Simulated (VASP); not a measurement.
# AlGa2Sb3 (R-3m) in VASP: notebook

Runs on AlGa2Sb3. Level: PBE. Tasks: single point.

Everything below comes from runs of VASP 6.6.1. Logs are shortened: lines on timing, memory, paths and dates and some standing lists are left out, and cuts for length are marked.

## Step 1: The cell of the first run

The structure is trigonal, space group R-3m (No. 166). Conventional cell: a = 6.043 Å, b = 6.043 Å, c = 15.309 Å, α = 90.00°, β = 90.00°, γ = 120.00°. Within 4.1 Å of Al (site symmetry -3m) lie 6 Sb at 3.09 Å and 6 Ga at 3.52 Å. Within 4.6 Å of Ga (site symmetry 3m) lie 9 Sb at 3.46 to 3.69 Å and 3 Al at 3.52 Å and 4 Ga at 3.60 to 4.23 Å. Within 4.0 Å of Sb (site symmetry 2/m) lie 4 Sb at 3.02 Å and 2 Al at 3.09 Å and 6 Ga at 3.46 to 3.69 Å.

## Step 2: Single point, PBE

Input file INCAR:

```
PREC = Accurate ; ENCUT = 520
EDIFF = 1E-7 ; ISMEAR = 0
SIGMA = 0.1 ; LREAL = F
LASPH = T ; NELM = 60
ALGO = Normal ; ISIF = 2
LWAVE = F ; LCHARG = T
GGA = PE ; LELF = T
LVHAR = T ; NBANDS = 31
```

Input file KPOINTS:

```
regular mesh
0
Gamma
  3 3 3
```

Input file POSCAR:

```
AlGa2Sb3
1.0
    3.0213674915      1.7443873345      5.1030307672
   -3.0213674915      1.7443873345      5.1030307672
    0.0000000000     -3.4887746691      5.1030307672
Al Ga Sb
1 2 3
Direct
    0.5000000000      0.5000000000      0.5000000000
    0.1379967206      0.1379967206      0.1379967206
    0.8620032794      0.8620032794      0.8620032794
    0.5000000000      0.5000000000      0.0000000000
    0.0000000000      0.5000000000      0.5000000000
    0.5000000000      0.0000000000      0.5000000000
```

Potentials or basis: VASP PAW PBE potentials, release 64 (Al, Ga_d, Sb).

Started as:

```bash
$ cat potpaw_PBE.64/Al/POTCAR potpaw_PBE.64/Ga_d/POTCAR potpaw_PBE.64/Sb/POTCAR > POTCAR
$ mpirun -np 1 vasp_std > vasp.out
```

OUTCAR:

```text
PREC = Accurate
   ENCUT = 520
   EDIFF = 1E-7
   ISMEAR = 0
   LREAL = F
   LASPH = T
   NELM = 60
   ISIF = 2
   GGA = PE

 ion  position               nearest neighbor table
   1  0.500  0.500  0.500-   5 3.09   6 3.09   6 3.09   5 3.09   4 3.09   4 3.09
   2  0.138  0.138  0.138-
   3  0.862  0.862  0.862-
   4  0.500  0.500  0.000-   5 3.02   6 3.02   6 3.02   5 3.02   1 3.09   1 3.09
   5  0.000  0.500  0.500-   4 3.02   4 3.02   6 3.02   6 3.02   1 3.09   1 3.09
   6  0.500  0.000  0.500-   4 3.02   4 3.02   5 3.02   5 3.02   1 3.09   1 3.09

  LATTYP: Found a trigonal (rhomboedric) cell.
 ALAT       =     6.1816237108
 COS(alpha) =     0.5222155955

  Lattice vectors:

 A1 = (   3.0213674915,   1.7443873345,   5.1030307672)
 A2 = (  -3.0213674915,   1.7443873345,   5.1030307672)
 A3 = (   0.0000000000,  -3.4887746691,   5.1030307672)

Analysis of symmetry for initial positions (statically):
=====================================================================
 Subroutine PRICEL returns:
 Original cell was already a primitive cell.

 Routine SETGRP: Setting up the symmetry group for a
 trigonal (rhombohedral) supercell.

 Subroutine GETGRP returns: Found 12 space group operations
 (whereof 12 operations were pure point group operations)
 out of a pool of 12 trial point group operations.

The static configuration has the point symmetry D_3d.

Analysis of symmetry for dynamics (positions and initial velocities):
=====================================================================
 Subroutine PRICEL returns:
 Original cell was already a primitive cell.

 Routine SETGRP: Setting up the symmetry group for a
 trigonal (rhombohedral) supercell.

 Subroutine GETGRP returns: Found 12 space group operations
 (whereof 12 operations were pure point group operations)
 out of a pool of 12 trial point group operations.

The dynamic configuration has the point symmetry D_3d.

 Subroutine INISYM returns: Found 12 space group operations
 (whereof 12 operations are pure point group operations),
 and found     1 'primitive' translations

----------------------------------------------------------------------------------------

                                     Primitive cell

  volume of cell :     161.3712

  direct lattice vectors                    reciprocal lattice vectors
     3.021367491  1.744387335  5.103030767     0.165487979  0.095544529  0.065320659
    -3.021367491  1.744387335  5.103030767    -0.165487979  0.095544529  0.065320659
     0.000000000 -3.488774669  5.103030767     0.000000000 -0.191089058  0.065320659

  length of vectors
     6.181623711  6.181623711  6.181623711     0.201945084  0.201945084  0.201945084

  position of ions in fractional coordinates (direct lattice)
     0.500000000  0.500000000  0.500000000
     0.137996721  0.137996721  0.137996721
     0.862003279  0.862003279  0.862003279
     0.500000000  0.500000000  0.000000000
     1.000000000  0.500000000  0.500000000
     0.500000000  1.000000000  0.500000000

  ion indices of the primitive-cell ions
   primitive index   ion index
                 1           1
                 2           2
                 3           3
                 4           4
                 5           5
                 6           6

----------------------------------------------------------------------------------------

 KPOINTS: regular mesh

Automatic generation of k-mesh.
 Grid dimensions read from file:
 generate k-points for:    3    3    3

 Generating k-lattice:

  Cartesian coordinates                     Fractional coordinates (reciprocal lattice)
     0.055162660  0.031848176  0.021773553     0.333333333 -0.000000000  0.000000000
    -0.055162660  0.031848176  0.021773553    -0.000000000  0.333333333  0.000000000
     0.000000000 -0.063696353  0.021773553    -0.000000000 -0.000000000  0.333333333

  Length of vectors
     0.067315028  0.067315028  0.067315028

  Shift w.r.t. Gamma in fractional coordinates (k-lattice)
     0.000000000  0.000000000  0.000000000

 Subroutine IBZKPT returns following result:
 ===========================================

 Found      6 irreducible k-points:

 Following reciprocal coordinates:
            Coordinates               Weight
  0.000000  0.000000  0.000000      1.000000
  0.333333  0.000000  0.000000      6.000000
  0.333333  0.333333  0.000000      6.000000
 -0.333333  0.333333  0.000000      6.000000
  0.333333  0.333333  0.333333      2.000000
 -0.333333  0.333333  0.333333      6.000000
   k-points           NKPTS =      6   k-points in BZ     NKDIM =      6   number of bands    NBANDS=     31
   number of dos      NEDOS =    301   number of ions     NIONS =      6
   total plane-waves  NPLWV = 110592
   dimension x,y,z NGX =    48 NGY =   48 NGZ =   48
   dimension x,y,z NGXF=    96 NGYF=   96 NGZF=   96
   ions per type =               1   2   3
   NGX,Y,Z   is equivalent  to a cutoff of  12.91, 12.91, 12.91 a.u.
   NGXF,Y,Z  is equivalent  to a cutoff of  25.82, 25.82, 25.82 a.u.
 SYSTEM =  unknown system
   PREC   = accura    normal or accurate (medium, high low for compatibility)
   ISTART =      0    job   : 0-new  1-cont  2-samecut
   ICHARG =      2    charge: 1-file 2-atom 10-const
   ISPIN  =      1    spin polarized calculation?
   LNONCOLLINEAR =      F non collinear calculations
   LSORBIT =      F    spin-orbit coupling
   LASPH  =      T    aspherical Exc in radial PAW
   ENCUT  =  520.0 eV  38.22 Ry    6.18 a.u.  11.49 11.49 11.49*2*pi/ulx,y,z
   NELM   =     60;   NELMIN=  2; NELMDL= -5     # of ELM steps
   EDIFF  = 0.1E-06   stopping-criterion for ELM
   LREAL  =      F    real-space projection
   EDIFFG = 0.1E-05   stopping-criterion for IOM
   NSW    =      0    number of steps for IOM
   IBRION =     -1    ionic relax: 0-MD 1-quasi-New 2-CG
   NFREE  =      0    steps in history (QN), initial steepest desc. (CG)
   ISIF   =      2    stress and relaxation
   ISYM   =      2    0-nonsym 1-usesym 2-fastsym
   POTIM  = 0.5000    time-step for ionic-motion
   TEBEG  =    0.0;   TEEND  =   0.0 temperature during run
   PSTRESS=    0.0 pullay stress
   NELECT =      44.0000    total number of electrons
   NUPDOWN=      -1.0000    fix difference up-down
   EMIN   =  10.00;   EMAX   =-10.00  energy-range for DOS
   EFERMI =   0.00;   METHOD = LEGACY
   ISMEAR =     0;   SIGMA  =   0.10  broadening in eV -4-tet -1-fermi 0-gaus
   EFERMI_NEDOS =   21; number of points for ismear=-14 and -15
   IALGO  =     38    algorithm
   IMIX   =      4    mixing-type and parameters
     AMIX     =   0.40;   BMIX     =  1.00
     AMIX_MAG =   1.60;   BMIX_MAG =  1.00
  volume/ion in A,a.u.               =      26.90       181.50
  Fermi-wavevector in a.u.,A,eV,Ry     =   1.061574  2.006085 15.332951  1.126940
  Thomas-Fermi vector in A             =   2.196995
   LORBIT       =      0    0 simple, 1 ext, 2 COOP (PROOUT), +10 PAW based schemes
   GGA     = PE    functional components
   LHFCALC =     F    Hartree Fock is set to
   AEXX    =    0.0000 exact exchange contribution
   IVDW    =     0    specifies the selected vdW correction
   LEPSILON=     F    determine dielectric tensor
   LRPA    =     F    only Hartree local field effects (RPA)
 non-spin polarized calculation
 Gauss-broadening in eV      SIGMA  =   0.10
  energy-cutoff  :      520.00
  volume of cell :      161.37
 maximum number of plane-waves:      4375
 NGX is ok and might be reduce to    48
   NGX = 23   NGY = 23   NGZ = 23

 number of electron      44.0000004 magnetization

 Free energy of the ion-electron system (eV)
  ---------------------------------------------------
  ext. energy  EPLUGINS =         0.00000000
  ---------------------------------------------------
  free energy    TOTEN  =       -20.50581982 eV

  energy without entropy =      -20.49306192  energy(sigma->0) =      -20.49944087

 E-fermi :   6.2298     XC(G=0):  -9.5895

 val. band max:        6.2295027375   @ k =  -0.3333   0.3333   0.0000
 cond. band min:       6.4717484334   @ k =   0.3333   0.3333   0.0000
 fundamental gap:      0.2422456959
 Fermi energy:         6.2297690919

 k-point     1 :       0.0000    0.0000    0.0000
  band No.  band energies     occupation
      1      -8.9423      2.00000
      2      -8.9411      2.00000
      3      -8.9411      2.00000
      4      -8.9406      2.00000
      5      -8.9406      2.00000
      6      -8.9271      2.00000
[... 23 lines left out ...]
     30      10.7703      0.00000
     31      10.7703      0.00000

 k-point     2 :       0.3333    0.0000    0.0000
  band No.  band energies     occupation
      1      -8.9446      2.00000
      2      -8.9445      2.00000
      3      -8.9437      2.00000
      4      -8.9385      2.00000
      5      -8.9358      2.00000
      6      -8.9273      2.00000
[... 23 lines left out ...]
     30      10.3155      0.00000
     31      10.5590      0.00000

 k-point     3 :       0.3333    0.3333    0.0000
  band No.  band energies     occupation
      1      -8.9459      2.00000
      2      -8.9440      2.00000
      3      -8.9437      2.00000
      4      -8.9367      2.00000
      5      -8.9348      2.00000
      6      -8.9292      2.00000
[... 23 lines left out ...]
     30       9.9222      0.00000
     31      10.5625      0.00000

 k-point     4 :      -0.3333    0.3333    0.0000
  band No.  band energies     occupation
      1      -8.9482      2.00000
      2      -8.9453      2.00000
      3      -8.9432      2.00000
      4      -8.9372      2.00000
      5      -8.9301      2.00000
      6      -8.9293      2.00000
[... 23 lines left out ...]
     30       9.4987      0.00000
     31       9.8918      0.00000

 k-point     5 :       0.3333    0.3333    0.3333
  band No.  band energies     occupation
      1      -8.9415      2.00000
      2      -8.9415      2.00000
      3      -8.9391      2.00000
      4      -8.9391      2.00000
      5      -8.9381      2.00000
      6      -8.9314      2.00000
[... 23 lines left out ...]
     30      10.3628      0.00000
     31      10.7145      0.00000

 k-point     6 :      -0.3333    0.3333    0.3333
  band No.  band energies     occupation
      1      -8.9472      2.00000
      2      -8.9445      2.00000
      3      -8.9399      2.00000
      4      -8.9361      2.00000
      5      -8.9361      2.00000
      6      -8.9277      2.00000
[... 23 lines left out ...]
     30       9.1825      0.00000
     31       9.5506      0.00000

------------------------ aborting loop because EDIFF is reached ----------------------------------------

  FORCE on cell =-STRESS in cart. coord.  units (eV):
  Direction    XX          YY          ZZ          XY          YZ          ZX
  --------------------------------------------------------------------------------------
  -------------------------------------------------------------------------------------
  Total       -0.0570573     -0.0570573      0.1022153      0.0000000     -0.0000000      0.0000000
  in kB       -0.5664946     -0.5664946      1.0148465      0.0000000     -0.0000000      0.0000000
  external PRESSURE =      -0.0393809 kB  Pullay stress =       0.0000000 kB

 VOLUME and BASIS-vectors are now :
 -----------------------------------------------------------------------------
  energy-cutoff  :      520.00
  volume of cell :      161.37
      direct lattice vectors                 reciprocal lattice vectors
     3.021367491  1.744387335  5.103030767     0.165487979  0.095544529  0.065320659
    -3.021367491  1.744387335  5.103030767    -0.165487979  0.095544529  0.065320659
     0.000000000 -3.488774669  5.103030767     0.000000000 -0.191089058  0.065320659

 POSITION                                       TOTAL-FORCE (eV/Angst)
 -----------------------------------------------------------------------------------
      0.00000     -0.00000      7.65455        -0.000000      0.000000     -0.000000
      0.00000     -0.00000      2.11260        -0.000000     -0.000000      0.001479
      0.00000     -0.00000     13.19649        -0.000000      0.000000     -0.001479
      0.00000      1.74439      5.10303        -0.000000     -0.000000     -0.000000
     -1.51068     -0.87219      5.10303         0.000000     -0.000000     -0.000000
      1.51068     -0.87219      5.10303        -0.000000      0.000000     -0.000000
 -----------------------------------------------------------------------------------
    total drift:                                0.000000      0.000000     -0.000000

  FREE ENERGIE OF THE ION-ELECTRON SYSTEM (eV)
  ---------------------------------------------------
  free  energy   TOTEN  =       -20.5058198201 eV

  energy  without entropy=      -20.4930619236  energy(sigma->0) =      -20.49944087
```

It took 19 s on 1 thread of Intel Xeon 6975P-C (Granite Rapids), shared host; peak memory 0.32 GiB.

What came out:

```
Free energy            : -20.5058 eV
Pressure               : 0.0 GPa
Band gap on the k mesh : zero (band 22 reaches 6.23 eV, above the bottom of band 23 at 5.64 eV)
```

Caveat: the k points lie up to 0.42 Å⁻¹ apart; spin-orbit coupling is left out, which moves the levels of the heavy elements.

## Step 3: Single point, PBE

This run uses another cell than the first one, of 29.35 Å³/atom, 1.091 times its volume.

Input file INCAR:

```
SYSTEM = AlGa2Sb3
PREC = Accurate
ENCUT = 520
EDIFF = 1E-7
ISMEAR = 0
SIGMA = 0.1
LREAL = .False.
LASPH = .True.
NELM = 100
ALGO = Normal
ISIF = 2
LWAVE = .False.
LCHARG = .True.
GGA = PE
LELF = .True.
LVHAR = .True.
NBANDS = 31
```

Input file KPOINTS:

```
regular mesh
0
Gamma
  3 3 3
  0 0 0
```

Input file POSCAR:

```
AlGa2Sb3
1.0
    3.1538482500      1.8208751400      5.1115566400
   -3.1538482500      1.8208751400      5.1115566400
    0.0000000000     -3.6417502800      5.1115566400
Al Ga Sb
1 2 3
Direct
    0.5000000000      0.5000000000      0.5000000000
    0.2401876900      0.2401876900      0.2401876900
    0.7598123100      0.7598123100      0.7598123100
    0.5000000000      0.5000000000      0.0000000000
    0.0000000000      0.5000000000      0.5000000000
    0.5000000000      0.0000000000      0.5000000000
```

Potentials or basis: VASP PAW PBE potentials, release 64 (Al, Ga_d, Sb).

Started as:

```bash
$ cat potpaw_PBE.64/Al/POTCAR potpaw_PBE.64/Ga_d/POTCAR potpaw_PBE.64/Sb/POTCAR > POTCAR
$ mpirun -np 1 vasp_std > vasp.out
```

OUTCAR:

```text
SYSTEM = AlGa2Sb3
   PREC = Accurate
   ENCUT = 520
   EDIFF = 1E-7
   ISMEAR = 0
   LREAL = .False.
   LASPH = .True.
   NELM = 100
   ISIF = 2
   GGA = PE

 ion  position               nearest neighbor table
   1  0.500  0.500  0.500-   5 3.14   6 3.14   6 3.14   5 3.14   4 3.14   4 3.14
   2  0.240  0.240  0.240-   5 2.31   6 2.31   4 2.31
   3  0.760  0.760  0.760-   5 2.31   6 2.31   4 2.31
   4  0.500  0.500  0.000-   2 2.31   3 2.31   1 3.14   1 3.14   5 3.15   6 3.15   6 3.15   5 3.15

   5  0.000  0.500  0.500-   2 2.31   3 2.31   1 3.14   1 3.14   6 3.15   6 3.15   4 3.15   4 3.15

[... 393 lines left out ...]
  Total       22.6011580     22.6011581     20.3546697     -0.0000000      0.0000000      0.0000000
  in kB      205.5965799    205.5965807    185.1608879     -0.0000000      0.0000000      0.0000000
  external PRESSURE =     198.7846828 kB  Pullay stress =       0.0000000 kB

 VOLUME and BASIS-vectors are now :
 -----------------------------------------------------------------------------
  energy-cutoff  :      520.00
  volume of cell :      176.13
      direct lattice vectors                 reciprocal lattice vectors
     3.153848250  1.820875140  5.111556640     0.158536480  0.091531079  0.065211707
    -3.153848250  1.820875140  5.111556640    -0.158536480  0.091531079  0.065211707
     0.000000000 -3.641750280  5.111556640     0.000000000 -0.183062158  0.065211707

 POSITION                                       TOTAL-FORCE (eV/Angst)
 -----------------------------------------------------------------------------------
      0.00000      0.00000      7.66733         0.000000      0.000000      0.000000
      0.00000      0.00000      3.68320         0.000000      0.000000     -7.949963
      0.00000      0.00000     11.65147         0.000000     -0.000000      7.949963
      0.00000      1.82088      5.11156         0.000000      0.000000      0.000000
     -1.57692     -0.91044      5.11156         0.000000      0.000000     -0.000000
      1.57692     -0.91044      5.11156         0.000000      0.000000     -0.000000
 -----------------------------------------------------------------------------------
    total drift:                                0.000000      0.000000     -0.000000

  FREE ENERGIE OF THE ION-ELECTRON SYSTEM (eV)
  ---------------------------------------------------
  free  energy   TOTEN  =       -13.6034610891 eV

  energy  without entropy=      -13.5786395068  energy(sigma->0) =      -13.59105030
```

OSZICAR:

```text
N       E                     dE             d eps       ncg     rms          rms(c)
DAV:   1     0.322730170996E+03    0.32273E+03   -0.18815E+04   393   0.159E+03
DAV:   2     0.221181430053E+02   -0.30061E+03   -0.29051E+03   433   0.424E+02
DAV:   3    -0.126598483006E+02   -0.34778E+02   -0.33900E+02   450   0.114E+02
DAV:   4    -0.139787083223E+02   -0.13189E+01   -0.13152E+01   436   0.250E+01
DAV:   5    -0.140183760429E+02   -0.39668E-01   -0.39661E-01   492   0.401E+00    0.664E+00
DAV:   6    -0.137056948508E+02    0.31268E+00   -0.29734E-01   437   0.293E+00    0.371E+00
DAV:   7    -0.136016665061E+02    0.10403E+00   -0.37461E-01   393   0.274E+00    0.639E-01
DAV:   8    -0.136027591532E+02   -0.10926E-02   -0.53441E-02   436   0.112E+00    0.359E-01
DAV:   9    -0.136033451521E+02   -0.58600E-03   -0.40930E-03   459   0.442E-01    0.112E-01
DAV:  10    -0.136034713516E+02   -0.12620E-03   -0.19325E-03   407   0.289E-01    0.263E-02
DAV:  11    -0.136034506321E+02    0.20719E-04   -0.21468E-04   435   0.108E-01    0.167E-02
DAV:  12    -0.136034535716E+02   -0.29395E-05   -0.75578E-05   431   0.398E-02    0.618E-03
DAV:  13    -0.136034600429E+02   -0.64713E-05   -0.16548E-05   407   0.297E-02    0.392E-03
DAV:  14    -0.136034604552E+02   -0.41230E-06   -0.16629E-06   484   0.846E-03    0.267E-03
DAV:  15    -0.136034610380E+02   -0.58282E-06   -0.93305E-07   399   0.457E-03    0.573E-04
DAV:  16    -0.136034610891E+02   -0.51074E-07   -0.61888E-08   278   0.151E-03
   1 F= -.13603461E+02 E0= -.13591050E+02  d E =-.248216E-01
```

Wall time 25 s (1 thread of Intel Xeon 6975P-C (Granite Rapids), shared host); peak memory 0.32 GiB.

What came out:

| Property | Result |
| --- | --- |
| Free energy | -13.6035 eV |
| Pressure | 19.9 GPa |
| Largest force | 7.950 eV/Å |
| Band gap on the k mesh | zero (band 22 reaches 5.62 eV, above the bottom of band 23 at 4.96 eV) |

Forces on the atoms (eV/Å):
```
Al   0.000  0.000  0.000
Ga   0.000  0.000 -7.950
Ga   0.000  0.000  7.950
Sb   0.000  0.000  0.000
Sb   0.000  0.000  0.000
Sb   0.000  0.000  0.000
```

Caveat: the k points lie up to 0.41 Å⁻¹ apart; spin-orbit coupling is left out, which moves the levels of the heavy elements; forces of over 1 eV/Å act on the atoms, so gaps and moduli don't describe the material at rest.
